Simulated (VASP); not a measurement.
Here is a VASP 6.6.1 calculation.

INCAR

```
  ALGO = Normal
  EDIFF = 1E-6
  ENCUT = 520
  GGA = PE
  ISIF = 2
  ISMEAR = 0
  LASPH = True
  LCHARG = False
  LREAL = False
  LWAVE = False
  NBANDS = 18
  NELM = 60
  PREC = Accurate
  SIGMA = 0.1
```

File KPOINTS:

```
k-points
0
Gamma
  10 10 10
```

Contents of POSCAR:

```
MgSi3N
1.0
    4.1979494913      0.0000000000      0.0000000000
    0.0000000000      4.1979494913      0.0000000000
    0.0000000000      0.0000000000      4.0695148916
Mg Si N
1 3 1
Direct
    0.0000000000      0.0000000000      0.9889862556
    0.0000000000      0.5000000000      0.4788369069
    0.5000000000      0.0000000000      0.4788369069
    0.5000000000      0.5000000000      0.1298561781
    0.5000000000      0.5000000000      0.6960837725
```

Potentials or basis: VASP PAW PBE potentials, release 64 (Mg, Si, N).

Command:

```bash
$ cat potpaw_PBE.64/Mg/POTCAR potpaw_PBE.64/Si/POTCAR potpaw_PBE.64/N/POTCAR > POTCAR
$ mpirun -np 1 vasp_std > vasp.out
```

(1) Predict the largest force.

(2) Estimate the pressure.

Results:

(1) 0.005 eV/Å.

(2) -0.1 GPa.
